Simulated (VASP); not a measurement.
# Au (Fm-3m) in VASP: further runs

Au is run at these levels: PBEsol, LDA, PBE; tasks: single point.

Program: VASP 6.6.1. These are calculated values, not measurements. Logs are shortened: lines on timing, memory, paths and dates and some standing lists are left out, and cuts for length are marked.

### 1 The cell of the first run

It takes space group Fm-3m (No. 225, cubic). The conventional cell has a = 4.030 Å, b = 4.030 Å, c = 4.030 Å, α = 90.00°, β = 90.00°, γ = 90.00°. Au (site symmetry m-3m) has 12 Au at 2.85 Å within 3.8 Å.

### 2 Single point, PBEsol

INCAR reads:

```
PREC = Accurate
ENCUT = 520
EDIFF = 1E-6
ISMEAR = -1
SIGMA = 0.06
LREAL = F
LASPH = T
NELM = 100
ALGO = Normal
ISIF = 2
LWAVE = F
LCHARG = F
GGA = PS
NBANDS = 12
```

KPOINTS reads:

```
Automatic mesh
0
Gamma
  12 12 12
```

POSCAR reads:

```
Au
1.0
    0.0000000000      2.0152475000      2.0152475000
    2.0152475000      0.0000000000      2.0152475000
    2.0152475000      2.0152475000      0.0000000000
Au
1
Direct
    0.0000000000      0.0000000000      0.0000000000
```

Potentials or basis: VASP PAW PBE potentials, release 64 (Au).

On the command line:

```console
cat potpaw_PBE.64/Au/POTCAR > POTCAR
mpirun -np 1 vasp_std > vasp.out
```

OUTCAR:

```text
PREC = Accurate
   ENCUT = 520
   EDIFF = 1E-6
   ISMEAR = -1
   LREAL = F
   LASPH = T
   NELM = 100
   ISIF = 2
   GGA = PS

 ion  position               nearest neighbor table
   1  0.000  0.000  0.000-

  LATTYP: Found a face centered cubic cell.
 ALAT       =     4.0304950000

  Lattice vectors:

 A1 = (   0.0000000000,   2.0152475000,   2.0152475000)
 A2 = (   2.0152475000,   0.0000000000,   2.0152475000)
 A3 = (   2.0152475000,   2.0152475000,   0.0000000000)

Analysis of symmetry for initial positions (statically):
=====================================================================
 Subroutine PRICEL returns:
 Original cell was already a primitive cell.

 Routine SETGRP: Setting up the symmetry group for a
 face centered cubic supercell.

 Subroutine GETGRP returns: Found 48 space group operations
 (whereof 48 operations were pure point group operations)
 out of a pool of 48 trial point group operations.

The static configuration has the point symmetry O_h .

Analysis of symmetry for dynamics (positions and initial velocities):
=====================================================================
 Subroutine PRICEL returns:
 Original cell was already a primitive cell.

 Routine SETGRP: Setting up the symmetry group for a
 face centered cubic supercell.

 Subroutine GETGRP returns: Found 48 space group operations
 (whereof 48 operations were pure point group operations)
 out of a pool of 48 trial point group operations.

The dynamic configuration has the point symmetry O_h .

 Subroutine INISYM returns: Found 48 space group operations
 (whereof 48 operations are pure point group operations),
 and found     1 'primitive' translations

----------------------------------------------------------------------------------------

                                     Primitive cell

  volume of cell :      16.3687

  direct lattice vectors                    reciprocal lattice vectors
     0.000000000  2.015247500  2.015247500    -0.248108483  0.248108483  0.248108483
     2.015247500  0.000000000  2.015247500     0.248108483 -0.248108483  0.248108483
     2.015247500  2.015247500  0.000000000     0.248108483  0.248108483 -0.248108483

  length of vectors
     2.849990346  2.849990346  2.849990346     0.429736498  0.429736498  0.429736498

  position of ions in fractional coordinates (direct lattice)
     0.000000000  0.000000000  0.000000000

  ion indices of the primitive-cell ions
   primitive index   ion index
                 1           1

----------------------------------------------------------------------------------------

 KPOINTS: Automatic mesh

Automatic generation of k-mesh.
 Grid dimensions read from file:
 generate k-points for:   12   12   12

 Generating k-lattice:

  Cartesian coordinates                     Fractional coordinates (reciprocal lattice)
    -0.020675707  0.020675707  0.020675707     0.083333333  0.000000000  0.000000000
     0.020675707 -0.020675707  0.020675707     0.000000000  0.083333333  0.000000000
     0.020675707  0.020675707 -0.020675707     0.000000000  0.000000000  0.083333333

  Length of vectors
     0.035811375  0.035811375  0.035811375

  Shift w.r.t. Gamma in fractional coordinates (k-lattice)
     0.000000000  0.000000000  0.000000000

 Subroutine IBZKPT returns following result:
 ===========================================

 Found     72 irreducible k-points:

 Following reciprocal coordinates:
            Coordinates               Weight
  0.000000  0.000000  0.000000      1.000000
  0.083333  0.000000  0.000000      8.000000
  0.166667  0.000000  0.000000      8.000000
  0.250000  0.000000  0.000000      8.000000
  0.333333  0.000000  0.000000      8.000000
  0.416667  0.000000  0.000000      8.000000
[... 16 lines left out ...]
  0.500000  0.166667  0.000000     24.000000
 -0.416667  0.166667  0.000000     24.000000
 [... further k-points ...]
   k-points           NKPTS =     72   k-points in BZ     NKDIM =     72   number of bands    NBANDS=     12
   number of dos      NEDOS =    301   number of ions     NIONS =      1
   total plane-waves  NPLWV =  13824
   dimension x,y,z NGX =    24 NGY =   24 NGZ =   24
   dimension x,y,z NGXF=    48 NGYF=   48 NGZF=   48
   ions per type =               1
   NGX,Y,Z   is equivalent  to a cutoff of  14.00, 14.00, 14.00 a.u.
   NGXF,Y,Z  is equivalent  to a cutoff of  28.00, 28.00, 28.00 a.u.
 SYSTEM =  unknown system
   PREC   = accura    normal or accurate (medium, high low for compatibility)
   ISTART =      0    job   : 0-new  1-cont  2-samecut
   ICHARG =      2    charge: 1-file 2-atom 10-const
   ISPIN  =      1    spin polarized calculation?
   LNONCOLLINEAR =      F non collinear calculations
   LSORBIT =      F    spin-orbit coupling
   LASPH  =      T    aspherical Exc in radial PAW
   ENCUT  =  520.0 eV  38.22 Ry    6.18 a.u.   5.30  5.30  5.30*2*pi/ulx,y,z
   NELM   =    100;   NELMIN=  2; NELMDL= -5     # of ELM steps
   EDIFF  = 0.1E-05   stopping-criterion for ELM
   LREAL  =      F    real-space projection
   EDIFFG = 0.1E-04   stopping-criterion for IOM
   NSW    =      0    number of steps for IOM
   IBRION =     -1    ionic relax: 0-MD 1-quasi-New 2-CG
   NFREE  =      0    steps in history (QN), initial steepest desc. (CG)
   ISIF   =      2    stress and relaxation
   ISYM   =      2    0-nonsym 1-usesym 2-fastsym
   POTIM  = 0.5000    time-step for ionic-motion
   TEBEG  =    0.0;   TEEND  =   0.0 temperature during run
   PSTRESS=    0.0 pullay stress
   NELECT =      11.0000    total number of electrons
   NUPDOWN=      -1.0000    fix difference up-down
   EMIN   =  10.00;   EMAX   =-10.00  energy-range for DOS
   EFERMI =   0.00;   METHOD = LEGACY
   ISMEAR =    -1;   SIGMA  =   0.06  broadening in eV -4-tet -1-fermi 0-gaus
   EFERMI_NEDOS =   21; number of points for ismear=-14 and -15
   IALGO  =     38    algorithm
   IMIX   =      4    mixing-type and parameters
     AMIX     =   0.40;   BMIX     =  1.00
     AMIX_MAG =   1.60;   BMIX_MAG =  1.00
  volume/ion in A,a.u.               =      16.37       110.46
  Fermi-wavevector in a.u.,A,eV,Ry     =   1.433950  2.709773 27.976470  2.056213
  Thomas-Fermi vector in A             =   2.553412
   LORBIT       =      0    0 simple, 1 ext, 2 COOP (PROOUT), +10 PAW based schemes
   GGA     = PS    functional components
   LHFCALC =     F    Hartree Fock is set to
   AEXX    =    0.0000 exact exchange contribution
   IVDW    =     0    specifies the selected vdW correction
   LEPSILON=     F    determine dielectric tensor
   LRPA    =     F    only Hartree local field effects (RPA)
 non-spin polarized calculation
  energy-cutoff  :      520.00
  volume of cell :       16.37
 maximum number of plane-waves:       459
 NGX is ok and might be reduce to    24
   NGX = 11   NGY = 11   NGZ = 11

 number of electron      10.9999999 magnetization

 Free energy of the ion-electron system (eV)
  ---------------------------------------------------
  ext. energy  EPLUGINS =         0.00000000
  ---------------------------------------------------
  free energy    TOTEN  =        -3.90320683 eV

  energy without entropy =       -3.89879483  energy(sigma->0) =       -3.90100083

 E-fermi :   9.9198     XC(G=0): -13.1254

 val. band max:        9.9033693247   @ k =   0.5000   0.3333   0.1667
 cond. band min:      10.0698397698   @ k =   0.5000   0.2500   0.0833
 fundamental gap:      0.1664704451
 Fermi energy:         9.9198181476

 k-point     1 :       0.0000    0.0000    0.0000
  band No.  band energies     occupation
      1      -0.3917      2.00000
      2       5.0596      2.00000
      3       5.0596      2.00000
      4       5.0596      2.00000
      5       6.7026      2.00000
      6       6.7026      2.00000
      7      24.4022      0.00000
      8      28.6324      0.00000
      9      28.6324      0.00000
     10      28.6324      0.00000
     11      33.6310      0.00000
     12      38.7591      0.00000

 k-point     2 :       0.0833    0.0000    0.0000
  band No.  band energies     occupation
      1      -0.1416      2.00000
      2       4.9754      2.00000
      3       5.1463      2.00000
      4       5.1463      2.00000
      5       6.6639      2.00000
      6       6.6639      2.00000
      7      24.7062      0.00000
      8      27.2143      0.00000
      9      28.9479      0.00000
     10      28.9479      0.00000
     11      34.6165      0.00000
     12      36.7282      0.00000

 k-point     3 :       0.1667    0.0000    0.0000
  band No.  band energies     occupation
      1       0.5566      2.00000
      2       4.8147      2.00000
      3       5.3216      2.00000
      4       5.3216      2.00000
      5       6.6417      2.00000
      6       6.6417      2.00000
      7      24.3726      0.00000
      8      25.5744      0.00000
      9      29.7713      0.00000
     10      29.7713      0.00000
     11      32.7399      0.00000
     12      35.0769      0.00000

 k-point     4 :       0.2500    0.0000    0.0000
  band No.  band energies     occupation
      1       1.4730      2.00000
      2       4.8901      2.00000
      3       5.3593      2.00000
      4       5.3593      2.00000
      5       6.8718      2.00000
      6       6.8718      2.00000
      7      21.3661      0.00000
      8      25.5721      0.00000
      9      30.3631      0.00000
     10      30.3631      0.00000
     11      31.9972      0.00000
     12      33.3049      0.00000

 k-point     5 :       0.3333    0.0000    0.0000
  band No.  band energies     occupation
      1       2.0913      2.00000
      2       5.2228      2.00000
      3       5.2228      2.00000
      4       5.7629      2.00000
      5       7.3525      2.00000
      6       7.3525      2.00000
      7      18.0555      0.00000
      8      24.7987      0.00000
      9      29.2013      0.00000
     10      29.2013      0.00000
     11      33.4718      0.00000
     12      33.8309      0.00000

 k-point     6 :       0.4167    0.0000    0.0000
  band No.  band energies     occupation
      1       2.2428      2.00000
      2       5.0772      2.00000
      3       5.0772      2.00000
      4       7.4860      2.00000
      5       7.8080      2.00000
      6       7.8080      2.00000
      7      14.9454      0.00000
      8      24.1037      0.00000
      9      27.8653      0.00000
     10      27.8653      0.00000
     11      34.9777      0.00000
     12      34.9777      0.00000

 k-point     7 :       0.5000    0.0000    0.0000
  band No.  band energies     occupation
      1       2.2498      2.00000
      2       5.0197      2.00000
      3       5.0197      2.00000
      4       7.9933      2.00000
      5       7.9933      2.00000
      6       8.7486      2.00000
      7      13.2420      0.00000
      8      23.8532      0.00000
      9      27.3573      0.00000
     10      27.3573      0.00000
     11      35.4758      0.00000
     12      35.4758      0.00000

 k-point     8 :       0.0833    0.0833    0.0000
  band No.  band energies     occupation
      1      -0.0575      2.00000
      2       4.8804      2.00000
      3       5.2147      2.00000
      4       5.2147      2.00000
      5       6.5105      2.00000
      6       6.7793      2.00000
      7      24.8317      0.00000
      8      27.6896      0.00000
      9      28.4605      0.00000
     10      28.4605      0.00000
     11      35.5703      0.00000
     12      36.4209      0.00000
[... 166 lines left out ...]
 k-point    20 :       0.2500    0.1667    0.0000
  band No.  band energies     occupation
      1       1.6307      2.00000
      2       4.1812      2.00000
      3       5.5590      2.00000
      4       5.9090      2.00000
      5       6.3486      2.00000
      6       7.1892      2.00000
      7      24.0723      0.00000
      8      26.4819      0.00000
      9      26.5000      0.00000
     10      28.0439      0.00000
     11      30.6521      0.00000
     12      35.0096      0.00000

 k-point    21 :       0.3333    0.1667    0.0000
  band No.  band energies     occupation
      1       2.4498      2.00000
      2       4.1933      2.00000
      3       5.1882      2.00000
      4       5.9228      2.00000
      5       7.3009      2.00000
      6       7.5686      2.00000
      7      20.6915      0.00000
      8      25.7638      0.00000
      9      25.8242      0.00000
     10      27.8268      0.00000
     11      31.8881      0.00000
     12      35.0220      0.00000

 k-point    22 :       0.4167    0.1667    0.0000
  band No.  band energies     occupation
      1       2.8278      2.00000
      2       4.6541      2.00000
      3       5.0453      2.00000
      4       5.7820      2.00000
      5       7.9423      2.00000
      6       8.7273      2.00000
      7      17.2647      0.00000
      8      24.7121      0.00000
      9      25.3168      0.00000
     10      26.9621      0.00000
     11      34.6993      0.00000
     12      35.2154      0.00000

 k-point    23 :       0.5000    0.1667    0.0000
  band No.  band energies     occupation
      1       2.8910      2.00000
      2       4.6143      2.00000
      3       5.6348      2.00000
      4       5.7188      2.00000
      5       8.0393      2.00000
      6      10.6241      0.00002
      7      14.2341      0.00000
      8      23.7292      0.00000
      9      25.4969      0.00000
     10      26.0739      0.00000
     11      35.4965      0.00000
     12      36.2448      0.00000

 k-point    24 :      -0.4167    0.1667    0.0000
  band No.  band energies     occupation
      1       2.9379      2.00000
      2       4.6167      2.00000
      3       5.5656      2.00000
      4       5.9970      2.00000
      5       7.7526      2.00000
      6      11.2030      0.00000
      7      13.6628      0.00000
      8      23.0302      0.00000
      9      25.6724      0.00000
     10      26.5254      0.00000
     11      34.9989      0.00000
     12      35.7138      0.00000

 [... further k-points ...]
[... 5 lines left out ...]
  --------------------------------------------------------------------------------------
  -------------------------------------------------------------------------------------
  Total        0.7397606      0.7397606      0.7397606      0.0000000      0.0000000     -0.0000000
  in kB       72.4080066     72.4080066     72.4080066      0.0000000      0.0000000     -0.0000000
  external PRESSURE =      72.4080066 kB  Pullay stress =       0.0000000 kB

 VOLUME and BASIS-vectors are now :
 -----------------------------------------------------------------------------
  energy-cutoff  :      520.00
  volume of cell :       16.37
      direct lattice vectors                 reciprocal lattice vectors
     0.000000000  2.015247500  2.015247500    -0.248108483  0.248108483  0.248108483
     2.015247500  0.000000000  2.015247500     0.248108483 -0.248108483  0.248108483
     2.015247500  2.015247500  0.000000000     0.248108483  0.248108483 -0.248108483

 POSITION                                       TOTAL-FORCE (eV/Angst)
 -----------------------------------------------------------------------------------
      0.00000      0.00000      0.00000        -0.000000      0.000000     -0.000000
 -----------------------------------------------------------------------------------
    total drift:                               -0.000000      0.000000     -0.000000

  FREE ENERGIE OF THE ION-ELECTRON SYSTEM (eV)
  ---------------------------------------------------
  free  energy   TOTEN  =        -3.9032068318 eV

  energy  without entropy=       -3.8987948301  energy(sigma->0) =       -3.90100083
```

Run time: 5.8 s. Hardware: 1 thread of Intel Xeon 6975P-C (Granite Rapids), shared host; peak memory 0.15 GiB.

Results:

| Quantity | Value |
| --- | --- |
| Free energy | -3.9032 eV |
| Pressure | 7.2 GPa |

Caveat: the PAW data sets were made with another functional, which shifts forces and pressure a little; spin-orbit coupling is left out, which moves the levels of the heavy elements.

(Continued in part 2 of 2.)
